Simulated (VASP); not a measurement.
# Ga (P2_1/m) in VASP: further runs, part 2 of 2

VASP 6.6.1. The steps go on from the part before.

### Step 3. Relaxation of volume and atoms at fixed shape, LDA

This run uses another cell than the first one, of 18.19 Å³/atom, 1.049 times its volume.

Input file INCAR:

```
ALGO     = Normal         # electronic algorithm
EDIFF    = 1E-6           # SCF threshold, eV
EDIFFG   = -0.001         # ionic threshold
ENCUT    = 600            # plane-wave cutoff, eV
GGA      = CA             # functional
IBRION   = 2              # ionic algorithm
ISIF     = 8              # what is computed and relaxed
ISMEAR   = -1             # smearing method
LASPH    = True           # aspherical terms in the spheres
LCHARG   = False          # write CHGCAR
LREAL    = False          # projectors in reciprocal space
LWAVE    = False          # write WAVECAR
NELM     = 100            # most SCF steps
NSW      = 80             # ionic steps
PREC     = Accurate       # precision mode
SIGMA    = 0.01           # smearing width, eV
```

Input file KPOINTS:

```
k-points
0
Gamma
  7 6 5
```

Input file POSCAR:

```
Ga
1.0
    2.7784200000      0.0000000000      0.0000000000
    0.0000000000      3.2816100000      0.0000000000
   -1.3434300000      0.0000000000      3.9902700000
Ga
2
Direct
    0.8654000000      0.2500000000      0.2298300000
    0.1346000000      0.7500000000      0.7701700000
```

Potentials or basis: VASP PAW LDA potentials, release 64 (Ga_d).

Started as:

```bash
$ cat potpaw_LDA.64/Ga_d/POTCAR > POTCAR
$ mpirun -np 1 vasp_std > vasp.out
```

OUTCAR:

```text
EDIFF = 1E-6
   EDIFFG = -0.001
   ENCUT = 600
   GGA = CA
   IBRION = 2
   ISIF = 8
   ISMEAR = -1
   LASPH = True
   LREAL = False
   NELM = 100
   NSW = 80
   PREC = Accurate

 ion  position               nearest neighbor table
   1  0.865  0.250  0.230-   2 2.71   2 2.71   2 2.81   2 2.81   2 2.84   2 2.84
   2  0.135  0.750  0.770-   1 2.71   1 2.71   1 2.81   1 2.81   1 2.84   1 2.84

  LATTYP: Found a simple monoclinic cell.
 ALAT       =     2.7784200000
 B/A-ratio  =     1.1811065282
 C/A-ratio  =     1.5153761459
 COS(beta)  =    -0.3190778810

  Lattice vectors:

 A1 = (   2.7784200000,   0.0000000000,   0.0000000000)
 A2 = (   0.0000000000,   3.2816100000,   0.0000000000)
 A3 = (  -1.3434300000,   0.0000000000,   3.9902700000)

Analysis of symmetry for initial positions (statically):
=====================================================================
 Subroutine PRICEL returns:
 Original cell was already a primitive cell.

 Routine SETGRP: Setting up the symmetry group for a
 simple monoclinic supercell.

 Subroutine GETGRP returns: Found  4 space group operations
 (whereof  2 operations were pure point group operations)
[... 177 lines left out ...]
  external PRESSURE =     -28.1658417 kB  Pullay stress =       0.0000000 kB
[... 89 lines left out ...]
  FREE ENERGIE OF THE ION-ELECTRON SYSTEM (eV)
  ---------------------------------------------------
  free  energy   TOTEN  =        -7.1189185620 eV

  energy  without entropy=       -7.1184729952  energy(sigma->0) =       -7.11869578

[... ionic steps 4 to 26 ...]

--------------------------------------- Ionic step       27  -------------------------------------------

 number of electron      25.9999994 magnetization

------------------------ aborting loop because EDIFF is reached ----------------------------------------
[... 67 lines left out ...]
--------------------------------------- Ionic step       29  -------------------------------------------

 number of electron      25.9999994 magnetization

 Free energy of the ion-electron system (eV)
  ---------------------------------------------------
  ext. energy  EPLUGINS =         0.00000000
  ---------------------------------------------------
  free energy    TOTEN  =        -7.11950964 eV

  energy without entropy =       -7.11903266  energy(sigma->0) =       -7.11927115

 E-fermi :   6.1596     XC(G=0): -11.7073

 val. band max:        6.1576795452   @ k =  -0.1429   0.1667   0.4000
 cond. band min:       6.1729386659   @ k =   0.2857   0.1667  -0.0000
 fundamental gap:      0.0152591207
 Fermi energy:         6.1596322719

 k-point     1 :       0.0000    0.0000    0.0000
  band No.  band energies     occupation
      1      -9.3050      2.00000
      2      -9.3016      2.00000
      3      -9.2314      2.00000
      4      -9.2283      2.00000
      5      -8.9279      2.00000
      6      -8.9224      2.00000
[... 457 lines left out ...]
      4      -9.1364      2.00000
      5      -9.0064      2.00000
      6      -8.9313      2.00000
[... 9 lines left out ...]
     16      14.7433      0.00000
     17      15.7340      0.00000

 [... further k-points ...]
[... 5 lines left out ...]
  --------------------------------------------------------------------------------------
  -------------------------------------------------------------------------------------
  Total        0.0136365      0.2879447     -0.2968477      0.0000000      0.0000000     -0.2455786
  in kB        0.6287742     13.2770622    -13.6875802      0.0000000      0.0000000    -11.3235731
  external PRESSURE =       0.0727521 kB  Pullay stress =       0.0000000 kB
[... 17 lines left out ...]
  FREE ENERGIE OF THE ION-ELECTRON SYSTEM (eV)
  ---------------------------------------------------
  free  energy   TOTEN  =        -7.1195096370 eV

  energy  without entropy=       -7.1190326632  energy(sigma->0) =       -7.11927115

 reached required accuracy - stopping structural energy minimisation
```

OSZICAR:

```text
N       E                     dE             d eps       ncg     rms          rms(c)
DAV:   1     0.115669504472E+03    0.11567E+03   -0.15114E+04  2512   0.316E+03
DAV:   2     0.230937322798E+00   -0.11544E+03   -0.11414E+03  2630   0.386E+02
[... 144 lines left out ...]
       N       E                     dE             d eps       ncg     rms          rms(c)
DAV:   1    -0.711950902546E+01    0.41195E-06   -0.29541E-07  1235   0.911E-03    0.167E-03
DAV:   2    -0.711950897180E+01    0.53657E-07   -0.93087E-08  1227   0.498E-03
  28 F= -.71195090E+01 E0= -.71192703E+01  d E =0.861032E-06
       N       E                     dE             d eps       ncg     rms          rms(c)
DAV:   1    -0.711951029043E+01   -0.12650E-05   -0.17940E-04  2496   0.131E-01    0.677E-03
DAV:   2    -0.711950963705E+01    0.65339E-06   -0.67525E-06  2548   0.390E-02
  29 F= -.71195096E+01 E0= -.71192712E+01  d E =-.665250E-06
```

Wall time 13 min (1 thread of AMD EPYC 7R13, shared host); peak memory 0.15 GiB.

Results:

```
Free energy                            : -7.1195 eV
Relaxed volume                         : 17.37 Å³/atom
Relaxed cell                           : a = 2.736 Å, b = 3.232 Å, c = 4.146 Å, α = 90.00°, β = 108.61°, γ = 90.00°
Space group after relaxing (to 0.05 Å) : P2_1/m (No. 11)
Energy gained by relaxing              : 8.2 meV/atom
Ionic steps                            : 29
Pressure after relaxing                : 0.0 GPa
Band gap on the k mesh                 : zero (band 13 reaches 9.63 eV, above the bottom of band 14 at 1.94 eV)
```

Step by step:
| step | energy change (eV) | largest force (eV/Å) | pressure (GPa) | volume (Å³) |
| --- | --- | --- | --- | --- |
| 1 | 0.0000 | 0.1273 | -2.82 | 36.38 |
| 2 | -0.0157 | 0.0839 | 0.10 | 34.72 |
| 3 | -0.0157 | 0.0830 | 0.09 | 34.72 |
| 4 | -0.0162 | 0.0340 | 0.02 | 34.74 |
| 5 | -0.0163 | 0.0042 | -0.14 | 34.75 |
| 6 | -0.0163 | 0.0074 | 0.25 | 34.67 |
| 7 | -0.0163 | 0.0044 | 0.01 | 34.73 |
| 8 | -0.0163 | 0.0047 | 0.05 | 34.74 |
| 9 | -0.0163 | 0.0044 | 0.06 | 34.74 |
| 10 | -0.0163 | 0.0049 | 0.03 | 34.75 |
| 11 | -0.0163 | 0.0050 | -0.06 | 34.75 |
| 12 | -0.0163 | 0.0031 | 0.01 | 34.75 |
| 13 | -0.0163 | 0.0040 | 0.04 | 34.75 |
| 14 | -0.0163 | 0.0059 | 0.03 | 34.75 |
| 15 | -0.0163 | 0.0056 | 0.00 | 34.75 |
| 16 | -0.0163 | 0.0044 | 0.02 | 34.75 |
| 17 | -0.0163 | 0.0044 | 0.02 | 34.75 |
| 18 | -0.0163 | 0.0030 | 0.00 | 34.76 |
| 19 | -0.0163 | 0.0022 | -0.11 | 34.77 |
| 20 | -0.0163 | 0.0048 | 0.09 | 34.76 |
| 21 | -0.0163 | 0.0019 | 0.00 | 34.76 |
| 22 | -0.0163 | 0.0022 | -0.04 | 34.76 |
| 23 | -0.0163 | 0.0023 | -0.01 | 34.75 |
| 24 | -0.0163 | 0.0023 | 0.03 | 34.75 |
| 25 | -0.0163 | 0.0044 | -0.09 | 34.75 |
| 26 | -0.0163 | 0.0025 | 0.13 | 34.75 |
| 27 | -0.0163 | 0.0042 | 0.05 | 34.75 |
| 28 | -0.0163 | 0.0043 | 0.01 | 34.75 |
| 29 | -0.0163 | 0.0009 | 0.01 | 34.75 |

Final structure:
```cif
data_structure
_symmetry_space_group_name_H-M 'P 1'
_symmetry_Int_Tables_number 1
_cell_length_a 2.7362
_cell_length_b 3.2317
_cell_length_c 4.1463
_cell_angle_alpha 90.000
_cell_angle_beta 108.607
_cell_angle_gamma 90.000
_cell_volume 34.75
loop_
_atom_site_label
_atom_site_type_symbol
_atom_site_fract_x
_atom_site_fract_y
_atom_site_fract_z
_atom_site_occupancy
Ga1 Ga 0.86739 0.25000 0.23311 1
Ga2 Ga 0.13261 0.75000 0.76689 1
```
